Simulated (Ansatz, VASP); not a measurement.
One calculation of InPd, two programs

```xyz
2
Lattice="3.2719 0.0000 0.0000 0.0000 3.2719 0.0000 0.0000 0.0000 3.2719" Properties=species:S:1:pos:R:3 pbc="T T T"
In    0.0000    0.0000    0.0000
Pd    1.6359    1.6359    1.6359
```

Alike in both runs: functional HSE06; k mesh 4 × 4 × 4; occupations fermi-dirac, width 0.05 eV; no spin polarisation.

```csv
,VASP,Ansatz
version,VASP 6.6.1,Ansatz 0.2.0
potentials or method,"VASP PAW PBE potentials, release 64 (In_d, Pd)",Ansatz PAW
plane-wave cutoff (eV),520,420
valence electrons in the cell,23,31
task,single point,band structure
```

Ansatz gave:

* gap on the k mesh at the Fermi level (eV): none
* pressure (GPa): -0.8

Q: Estimate VASP's values.

A: gap on the k mesh at the Fermi level (eV): none; pressure (GPa): -0.6.

A gap of «none» marks a metal or a gap that the smearing closes. VASP's potentials hold 23 valence electrons a cell and Ansatz's 31, so a difference there can come from the potentials and not from the codes.

The k mesh is coarse, so the values compare programs but aren't converged.
